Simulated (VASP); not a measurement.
# Re (P6_3/mmc) in VASP: notebook, part 2 of 2

VASP 6.6.1.

### 5 Single point, SVWN5

INCAR reads:

```
SYSTEM = Re
PREC = Accurate
ENCUT = 520
EDIFF = 1E-7
ISMEAR = -1
SIGMA = 0.05
LREAL = .FALSE.
LASPH = .TRUE.
NELM = 100
ALGO = Fast
ISIF = 2
LWAVE = .FALSE.
LCHARG = .FALSE.
GGA = VW
NBANDS = 14
```

KPOINTS reads:

```
regular mesh
0
G
  11 11 6
  0 0 0
```

POSCAR reads:

```
Re
1.0
    2.7608000000      0.0000000000      0.0000000000
   -1.3804000000      2.3909229348      0.0000000000
    0.0000000000      0.0000000000      4.4582000000
Re
2
Direct
    0.6666666667      0.3333333333      0.7500000000
    0.3333333333      0.6666666667      0.2500000000
```

Potentials or basis: VASP PAW PBE potentials, release 64 (Re).

The run is started by

```console
$ cat potpaw_PBE.64/Re/POTCAR > POTCAR
$ mpirun -np 1 vasp_std > vasp.out
```

OUTCAR:

```text
SYSTEM = Re
   PREC = Accurate
   ENCUT = 520
   EDIFF = 1E-7
   ISMEAR = -1
   LREAL = .FALSE.
   LASPH = .TRUE.
   NELM = 100
   ISIF = 2
   GGA = VW

 ion  position               nearest neighbor table
   1  0.667  0.333  0.750-   2 2.74   2 2.74   2 2.74   2 2.74   2 2.74   2 2.74
   2  0.333  0.667  0.250-   1 2.74   1 2.74   1 2.74   1 2.74   1 2.74   1 2.74

  LATTYP: Found a hexagonal cell.
 ALAT       =     2.7608000000
 C/A-ratio  =     1.6148217908

  Lattice vectors:

 A1 = (   2.7608000000,   0.0000000000,   0.0000000000)
 A2 = (  -1.3804000000,   2.3909229348,   0.0000000000)
 A3 = (   0.0000000000,   0.0000000000,   4.4582000000)

Analysis of symmetry for initial positions (statically):
=====================================================================
 Subroutine PRICEL returns:
 Original cell was already a primitive cell.

 Routine SETGRP: Setting up the symmetry group for a
 hexagonal supercell.

 Subroutine GETGRP returns: Found 24 space group operations
 (whereof 12 operations were pure point group operations)
 out of a pool of 24 trial point group operations.

The static configuration has the point symmetry D_3d.
[... 178 lines left out ...]
      6       6.7685      2.00000
      7       6.7685      2.00000
      8       7.6972      0.08199
      9       7.6972      0.08199
     10       8.2357      0.00000
     11      10.8801      0.00000
     12      10.8801      0.00000
     13      17.4944      0.00000
     14      21.8580      0.00000
[... 377 lines left out ...]
      1      -0.0053      2.00000
      2       2.6189      2.00000
      3       3.9883      2.00000
      4       4.3186      2.00000
      5       5.5755      2.00000
      6       6.2663      2.00000
      7       6.8751      2.00000
      8       7.8151      0.00805
      9       8.5301      0.00000
     10       8.9165      0.00000
     11      11.2770      0.00000
     12      14.3501      0.00000
     13      18.7124      0.00000
     14      24.0573      0.00000

 [... further k-points ...]

------------------------ aborting loop because EDIFF is reached ----------------------------------------

  FORCE on cell =-STRESS in cart. coord.  units (eV):
  Direction    XX          YY          ZZ          XY          YZ          ZX
  --------------------------------------------------------------------------------------
  -------------------------------------------------------------------------------------
  Total       -1.8400483     -1.8400483     -1.9269113      0.0000000      0.0000000      0.0000000
  in kB     -100.1797028   -100.1797028   -104.9088784      0.0000000      0.0000000      0.0000000
  external PRESSURE =    -101.7560947 kB  Pullay stress =       0.0000000 kB

 VOLUME and BASIS-vectors are now :
 -----------------------------------------------------------------------------
  energy-cutoff  :      520.00
  volume of cell :       29.43
      direct lattice vectors                 reciprocal lattice vectors
     2.760800000  0.000000000  0.000000000     0.362213851  0.209124264  0.000000000
    -1.380400000  2.390922935  0.000000000     0.000000000  0.418248529  0.000000000
     0.000000000  0.000000000  4.458200000     0.000000000  0.000000000  0.224305774

 POSITION                                       TOTAL-FORCE (eV/Angst)
 -----------------------------------------------------------------------------------
      1.38040      0.79697      3.34365         0.000000     -0.000000      0.000000
     -0.00000      1.59395      1.11455        -0.000000      0.000000      0.000000
 -----------------------------------------------------------------------------------
    total drift:                               -0.000000      0.000000     -0.000000

  FREE ENERGIE OF THE ION-ELECTRON SYSTEM (eV)
  ---------------------------------------------------
  free  energy   TOTEN  =       -27.6129398119 eV

  energy  without entropy=      -27.5994239613  energy(sigma->0) =      -27.60618189
```

OSZICAR:

```text
N       E                     dE             d eps       ncg     rms          rms(c)
DAV:   1     0.168640449893E+02    0.16864E+02   -0.68178E+03  3568   0.124E+03
DAV:   2    -0.281858737125E+02   -0.45050E+02   -0.39720E+02  2918   0.286E+02
DAV:   3    -0.291550078595E+02   -0.96913E+00   -0.94238E+00  2714   0.394E+01
DAV:   4    -0.291640830022E+02   -0.90751E-02   -0.90673E-02  2804   0.288E+00
DAV:   5    -0.291642567492E+02   -0.17375E-03   -0.17373E-03  2740   0.691E-01    0.481E+01
RMM:   6    -0.279194175826E+02    0.12448E+01   -0.22724E-01  1922   0.230E+01    0.181E+01
RMM:   7    -0.276227569937E+02    0.29666E+00   -0.27413E+00  2697   0.226E+01    0.116E+00
RMM:   8    -0.276180066965E+02    0.47503E-02   -0.83254E-02  2620   0.419E+00    0.998E-01
RMM:   9    -0.276140668850E+02    0.39398E-02   -0.13750E-02  2784   0.941E-01    0.185E-01
RMM:  10    -0.276128626690E+02    0.12042E-02   -0.75853E-04  2149   0.116E+00    0.113E-01
RMM:  11    -0.276129341100E+02   -0.71441E-04   -0.20845E-03  2780   0.408E-01    0.187E-02
RMM:  12    -0.276129394995E+02   -0.53895E-05   -0.10890E-04  2781   0.717E-02    0.322E-03
RMM:  13    -0.276129401433E+02   -0.64380E-06   -0.73776E-06  2746   0.194E-02    0.769E-03
RMM:  14    -0.276129397400E+02    0.40330E-06   -0.29636E-07  1732   0.257E-02    0.110E-02
RMM:  15    -0.276129398119E+02   -0.71941E-07   -0.44624E-07  1968   0.390E-02
   1 F= -.27612940E+02 E0= -.27606182E+02  d E =-.135159E-01
```

It took 13 s on 1 thread of Intel Xeon 6975P-C (Granite Rapids), shared host; peak memory 0.15 GiB.

Results:

```yaml
Free_energy: -27.6129 eV
Pressure: -10.2 GPa
Band_gap_on_the_k_mesh: zero (band 7 reaches 8.95 eV, above the bottom of band 8 at 5.80 eV)
```

Stress tensor (GPa, compression positive):
```
-10.02   0.00   0.00
  0.00 -10.02   0.00
  0.00   0.00 -10.49
```

Caveat: the PAW data sets were made with another functional, which shifts forces and pressure a little; spin-orbit coupling is left out, which moves the levels of the heavy elements.

### 6 Overview

```tsv
level	gap on the mesh (eV)	pressure (GPa)
PBE+D3(BJ)	none	-1.8
revPBE	none	8.3
BLYP+D3(BJ)	none	4.0
SVWN5	none	-10.2
```

Alike in all rows: task single point; potentials or basis VASP PAW PBE potentials, release 64 (Re); no spin polarisation; cell as given; k mesh 11 × 11 × 6; cutoff (eV) 520; smearing fermi-dirac 0.05 eV.

Every run on the cell as given and a fine mesh finds a metal. The pressure there spans -10.2 GPa (SVWN5) to 8.3 GPa (revPBE); a positive pressure means that this level wants a larger cell, a negative one a smaller.

Caveats: spin-orbit coupling is left out, which moves the levels of the heavy elements; the PAW data sets were made with another functional, which shifts forces and pressure a little (some runs); pairwise dispersion overbinds metals, which lowers pressure and volume (some runs).

Total energies depend on the potentials used, so only differences within one code and one set of settings carry meaning.
